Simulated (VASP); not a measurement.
# Pt (P6_3/mmc) in VASP: single point with LDA

Aim: the single point of Pt with LDA.

Everything below comes from runs of VASP 6.6.1. Logs are shortened: lines on timing, memory, paths and dates and some standing lists are left out, and cuts for length are marked.

**1. The cell of the first run**

Symmetry: P6_3/mmc, No. 194, hexagonal system. The conventional cell has a = 2.405 Å, b = 2.405 Å, c = 4.036 Å, α = 90.00°, β = 90.00°, γ = 120.00°. Pt (site symmetry -6m2) has 12 Pt at 2.40 to 2.45 Å within 3.2 Å.

This isn't the form of Pt at room conditions, which is fcc.

**2. Single point, LDA (10.10 Å³/atom)**

Input file INCAR:

```
  ALGO = Normal
  EDIFF = 1E-6
  ENCUT = 570
  GGA_COMPAT = False
  ISIF = 2
  ISMEAR = -1
  LASPH = True
  LCHARG = False
  LREAL = False
  LWAVE = False
  NBANDS = 25
  NELM = 120
  PREC = Accurate
  SIGMA = 0.08
```

Input file KPOINTS:

```
k-points
0
Gamma
  16 16 9
```

Input file POSCAR:

```
Pt
1.0
    2.4045094753      0.0000000000      0.0000000000
   -1.2022547376      2.0823662892      0.0000000000
    0.0000000000      0.0000000000      4.0361397156
Pt
2
Direct
    0.3333333333      0.6666666667      0.2500000000
    0.6666666667      0.3333333333      0.7500000000
```

Potentials or basis: VASP PAW LDA potentials, release 64 (Pt_sv_GW).

Launch:

```
cat potpaw_LDA.64/Pt_sv_GW/POTCAR > POTCAR
mpirun -np 1 vasp_std > vasp.out
```

OUTCAR:

```text
EDIFF = 1E-6
   ENCUT = 570
   ISIF = 2
   ISMEAR = -1
   LASPH = True
   LREAL = False
   NELM = 120
   PREC = Accurate

 ion  position               nearest neighbor table
   1  0.333  0.667  0.250-   2 2.45   2 2.45   2 2.45   2 2.45   2 2.45   2 2.45
   2  0.667  0.333  0.750-   1 2.45   1 2.45   1 2.45   1 2.45   1 2.45   1 2.45

  LATTYP: Found a hexagonal cell.
 ALAT       =     2.4045094753
 C/A-ratio  =     1.6785709339

  Lattice vectors:

 A1 = (   2.4045094753,   0.0000000000,   0.0000000000)
 A2 = (  -1.2022547376,   2.0823662892,   0.0000000000)
 A3 = (   0.0000000000,   0.0000000000,   4.0361397156)

Analysis of symmetry for initial positions (statically):
=====================================================================
 Subroutine PRICEL returns:
 Original cell was already a primitive cell.

 Routine SETGRP: Setting up the symmetry group for a
 hexagonal supercell.

 Subroutine GETGRP returns: Found 24 space group operations
 (whereof 12 operations were pure point group operations)
 out of a pool of 24 trial point group operations.

The static configuration has the point symmetry D_3d.
 The point group associated with its full space group is D_6h.

Analysis of symmetry for dynamics (positions and initial velocities):
=====================================================================
 Subroutine PRICEL returns:
 Original cell was already a primitive cell.

 Routine SETGRP: Setting up the symmetry group for a
 hexagonal supercell.

 Subroutine GETGRP returns: Found 24 space group operations
 (whereof 12 operations were pure point group operations)
 out of a pool of 24 trial point group operations.

The dynamic configuration has the point symmetry D_3d.
 The point group associated with its full space group is D_6h.

 Subroutine INISYM returns: Found 24 space group operations
 (whereof 12 operations are pure point group operations),
 and found     1 'primitive' translations

----------------------------------------------------------------------------------------

                                     Primitive cell

  volume of cell :      20.2092

  direct lattice vectors                    reciprocal lattice vectors
     2.404509475  0.000000000  0.000000000     0.415885240  0.240111455  0.000000000
    -1.202254738  2.082366289  0.000000000     0.000000000  0.480222910  0.000000000
     0.000000000  0.000000000  4.036139716     0.000000000  0.000000000  0.247761493

  length of vectors
     2.404509475  2.404509475  4.036139716     0.480222910  0.480222910  0.247761493

  position of ions in fractional coordinates (direct lattice)
     0.333333333  0.666666667  0.250000000
     0.666666667  0.333333333  0.750000000

  ion indices of the primitive-cell ions
   primitive index   ion index
                 1           1
                 2           2

----------------------------------------------------------------------------------------

 KPOINTS: k-points

Automatic generation of k-mesh.
 Grid dimensions read from file:
 generate k-points for:   16   16    9

 Generating k-lattice:

  Cartesian coordinates                     Fractional coordinates (reciprocal lattice)
     0.025992827  0.015006966  0.000000000     0.062500000  0.000000000  0.000000000
     0.000000000  0.030013932  0.000000000     0.000000000  0.062500000  0.000000000
     0.000000000  0.000000000  0.027529055     0.000000000  0.000000000  0.111111111

  Length of vectors
     0.030013932  0.030013932  0.027529055

  Shift w.r.t. Gamma in fractional coordinates (k-lattice)
     0.000000000  0.000000000  0.000000000

 Subroutine IBZKPT returns following result:
 ===========================================

 Found    150 irreducible k-points:

 Following reciprocal coordinates:
            Coordinates               Weight
  0.000000  0.000000  0.000000      1.000000
  0.062500 -0.000000  0.000000      6.000000
  0.125000 -0.000000  0.000000      6.000000
  0.187500 -0.000000  0.000000      6.000000
  0.250000 -0.000000  0.000000      6.000000
  0.312500  0.000000  0.000000      6.000000
[... 16 lines left out ...]
  0.187500  0.187500  0.000000      6.000000
  0.250000  0.187500  0.000000     12.000000
 [... further k-points ...]
   k-points           NKPTS =    150   k-points in BZ     NKDIM =    150   number of bands    NBANDS=     25
   number of dos      NEDOS =    301   number of ions     NIONS =      2
   total plane-waves  NPLWV =  12800
   dimension x,y,z NGX =    20 NGY =   20 NGZ =   32
   dimension x,y,z NGXF=    40 NGYF=   40 NGZF=   64
   ions per type =               2
   NGX,Y,Z   is equivalent  to a cutoff of  13.83, 13.83, 13.18 a.u.
   NGXF,Y,Z  is equivalent  to a cutoff of  27.66, 27.66, 26.36 a.u.
 SYSTEM =  unknown system
   PREC   = accura    normal or accurate (medium, high low for compatibility)
   ISTART =      0    job   : 0-new  1-cont  2-samecut
   ICHARG =      2    charge: 1-file 2-atom 10-const
   ISPIN  =      1    spin polarized calculation?
   LNONCOLLINEAR =      F non collinear calculations
   LSORBIT =      F    spin-orbit coupling
   LASPH  =      T    aspherical Exc in radial PAW
   ENCUT  =  570.0 eV  41.89 Ry    6.47 a.u.   4.68  4.68  7.86*2*pi/ulx,y,z
   NELM   =    120;   NELMIN=  2; NELMDL= -5     # of ELM steps
   EDIFF  = 0.1E-05   stopping-criterion for ELM
   LREAL  =      F    real-space projection
   EDIFFG = 0.1E-04   stopping-criterion for IOM
   NSW    =      0    number of steps for IOM
   IBRION =     -1    ionic relax: 0-MD 1-quasi-New 2-CG
   NFREE  =      0    steps in history (QN), initial steepest desc. (CG)
   ISIF   =      2    stress and relaxation
   ISYM   =      2    0-nonsym 1-usesym 2-fastsym
   POTIM  = 0.5000    time-step for ionic-motion
   TEBEG  =    0.0;   TEEND  =   0.0 temperature during run
   PSTRESS=    0.0 pullay stress
   NELECT =      36.0000    total number of electrons
   NUPDOWN=      -1.0000    fix difference up-down
   EMIN   =  10.00;   EMAX   =-10.00  energy-range for DOS
   EFERMI =   0.00;   METHOD = LEGACY
   ISMEAR =    -1;   SIGMA  =   0.08  broadening in eV -4-tet -1-fermi 0-gaus
   EFERMI_NEDOS =   21; number of points for ismear=-14 and -15
   IALGO  =     38    algorithm
   IMIX   =      4    mixing-type and parameters
     AMIX     =   0.40;   BMIX     =  1.00
     AMIX_MAG =   1.60;   BMIX_MAG =  1.00
  volume/ion in A,a.u.               =      10.10        68.19
  Fermi-wavevector in a.u.,A,eV,Ry     =   1.984536  3.750230 53.584975  3.938385
  Thomas-Fermi vector in A             =   3.003886
   LORBIT       =      0    0 simple, 1 ext, 2 COOP (PROOUT), +10 PAW based schemes
   GGA     = CA    functional components
   LHFCALC =     F    Hartree Fock is set to
   AEXX    =    0.0000 exact exchange contribution
   IVDW    =     0    specifies the selected vdW correction
   LEPSILON=     F    determine dielectric tensor
   LRPA    =     F    only Hartree local field effects (RPA)
 non-spin polarized calculation
  energy-cutoff  :      570.00
  volume of cell :       20.21
 maximum number of plane-waves:       640
 NGX is ok and might be reduce to    20
   NGX =  9   NGY =  9   NGZ = 15

 number of electron      35.9999999 magnetization

 Free energy of the ion-electron system (eV)
  ---------------------------------------------------
  ext. energy  EPLUGINS =         0.00000000
  ---------------------------------------------------
  free energy    TOTEN  =        -8.16078487 eV

  energy without entropy =       -8.12044625  energy(sigma->0) =       -8.14061556

 E-fermi :  19.5927     XC(G=0): -17.1006

 val. band max:       19.5907278317   @ k =   0.3750   0.1250   0.0000
 cond. band min:      19.5985809557   @ k =   0.3125   0.1250   0.2222
 fundamental gap:      0.0078531240
 Fermi energy:        19.5926676144

 k-point     1 :       0.0000    0.0000    0.0000
  band No.  band energies     occupation
      1     -80.6102      2.00000
      2     -80.4107      2.00000
      3     -36.0839      2.00000
      4     -34.4873      2.00000
      5     -34.4873      2.00000
      6     -34.2624      2.00000
[... 17 lines left out ...]
     24      36.4952      0.00000
     25      43.2082      0.00000

 k-point     2 :       0.0625   -0.0000    0.0000
  band No.  band energies     occupation
      1     -80.6016      2.00000
      2     -80.4064      2.00000
      3     -36.0606      2.00000
      4     -34.5526      2.00000
      5     -34.5067      2.00000
      6     -34.3289      2.00000
[... 17 lines left out ...]
     24      36.8863      0.00000
     25      41.4662      0.00000

 k-point     3 :       0.1250   -0.0000    0.0000
  band No.  band energies     occupation
      1     -80.5789      2.00000
      2     -80.3935      2.00000
      3     -35.9905      2.00000
      4     -34.7379      2.00000
      5     -34.5611      2.00000
      6     -34.5175      2.00000
[... 17 lines left out ...]
     24      38.0499      0.00000
     25      39.4694      0.00000

 k-point     4 :       0.1875   -0.0000    0.0000
  band No.  band energies     occupation
      1     -80.5442      2.00000
      2     -80.3752      2.00000
      3     -35.8810      2.00000
      4     -35.0124      2.00000
      5     -34.7908      2.00000
      6     -34.6412      2.00000
[... 17 lines left out ...]
     24      38.7206      0.00000
     25      39.7098      0.00000
[... 477 lines left out ...]
 k-point    22 :       0.4375    0.1250    0.0000
  band No.  band energies     occupation
      1     -80.3646      2.00000
      2     -80.3104      2.00000
      3     -36.0682      2.00000
      4     -35.7969      2.00000
      5     -35.1853      2.00000
      6     -35.1023      2.00000
[... 17 lines left out ...]
     24      33.3737      0.00000
     25      35.1006      0.00000

 k-point    23 :       0.1875    0.1875    0.0000
  band No.  band energies     occupation
      1     -80.4469      2.00000
      2     -80.3299      2.00000
      3     -35.5424      2.00000
      4     -35.5052      2.00000
      5     -35.4974      2.00000
      6     -34.8789      2.00000
[... 17 lines left out ...]
     24      35.6862      0.00000
     25      38.7513      0.00000

 k-point    24 :       0.2500    0.1875    0.0000
  band No.  band energies     occupation
      1     -80.4091      2.00000
      2     -80.3174      2.00000
      3     -35.7239      2.00000
      4     -35.6136      2.00000
      5     -35.3910      2.00000
      6     -35.0234      2.00000
[... 17 lines left out ...]
     24      35.2970      0.00000
     25      39.2683      0.00000

 [... further k-points ...]

------------------------ aborting loop because EDIFF is reached ----------------------------------------

  FORCE on cell =-STRESS in cart. coord.  units (eV):
  Direction    XX          YY          ZZ          XY          YZ          ZX
  --------------------------------------------------------------------------------------
  -------------------------------------------------------------------------------------
  Total       39.4160557     39.4160557     39.3205243      0.0000000     -0.0000000      0.0000000
  in kB     3124.8842636   3124.8842634   3117.3105787      0.0000001     -0.0000000      0.0000000
  external PRESSURE =    3122.3597019 kB  Pullay stress =       0.0000000 kB

 VOLUME and BASIS-vectors are now :
 -----------------------------------------------------------------------------
  energy-cutoff  :      570.00
  volume of cell :       20.21
      direct lattice vectors                 reciprocal lattice vectors
     2.404509475  0.000000000  0.000000000     0.415885240  0.240111455  0.000000000
    -1.202254738  2.082366289  0.000000000     0.000000000  0.480222910  0.000000000
     0.000000000  0.000000000  4.036139716     0.000000000  0.000000000  0.247761493

 POSITION                                       TOTAL-FORCE (eV/Angst)
 -----------------------------------------------------------------------------------
     -0.00000      1.38824      1.00903        -0.000000     -0.000000      0.000000
      1.20225      0.69412      3.02710         0.000000      0.000000      0.000000
 -----------------------------------------------------------------------------------
    total drift:                               -0.000000      0.000000     -0.000000

  FREE ENERGIE OF THE ION-ELECTRON SYSTEM (eV)
  ---------------------------------------------------
  free  energy   TOTEN  =        -8.1607848685 eV

  energy  without entropy=       -8.1204462505  energy(sigma->0) =       -8.14061556
```

Run time: 34 s. Hardware: 1 thread of AMD EPYC 9R45 (Zen 5), shared host; peak memory 0.16 GiB.

Results:

| Quantity | Value |
| --- | --- |
| Free energy | -8.1608 eV |
| Pressure | 312.2 GPa |
| Band gap on the k mesh | zero (bands 18 and 19 overlap by 2.57 eV) |

Stress tensor (GPa, compression positive):
```
312.49   0.00   0.00
  0.00 312.49   0.00
  0.00   0.00 311.73
```

Levels at points of the mesh, in eV from the Fermi level:
```tsv
k point	band 15	band 16	band 17	band 18	band 19	band 20	band 21	band 22
(0.00, 0.00, 0.00)	-6.08	-4.25	-4.25	-2.18	-0.62	-0.62	9.06	13.04
(0.50, 0.00, 0.00)	-5.31	0.33	0.42	0.97	3.65	5.75	10.23	12.08
```

Caveat: the cell stands under pressure; spin-orbit coupling is left out, which moves the levels of the heavy elements.
